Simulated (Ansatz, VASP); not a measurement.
**Pb: VASP beside Ansatz**

```xyz
2
Lattice="0.0000 3.4169 3.4169 3.4169 0.0000 3.4169 3.4169 3.4169 0.0000" Properties=species:S:1:pos:R:3 pbc="T T T"
Pb   -0.8542   -0.8542   -0.8542
Pb    0.8542    0.8542    0.8542
```

Alike in both runs: task single point; functional PBE; k mesh 8 × 8 × 8; occupations fermi-dirac, width 0.05 eV; no spin polarisation.

|  | VASP | Ansatz |
| --- | --- | --- |
| version | VASP 6.6.1 | Ansatz 0.2.0 |
| potentials or method | VASP PAW PBE potentials, release 64 (Pb_d), cutoff 520 eV | all-electron LAPW, scalar-relativistic |

Ansatz gave:

- pressure (GPa): 3.1

Question: Which values does VASP return?

Answer: Pressure (GPa): 3.0.

Ansatz ran all-electron here, and VASP with PAW potentials.

Spin-orbit coupling is off throughout.
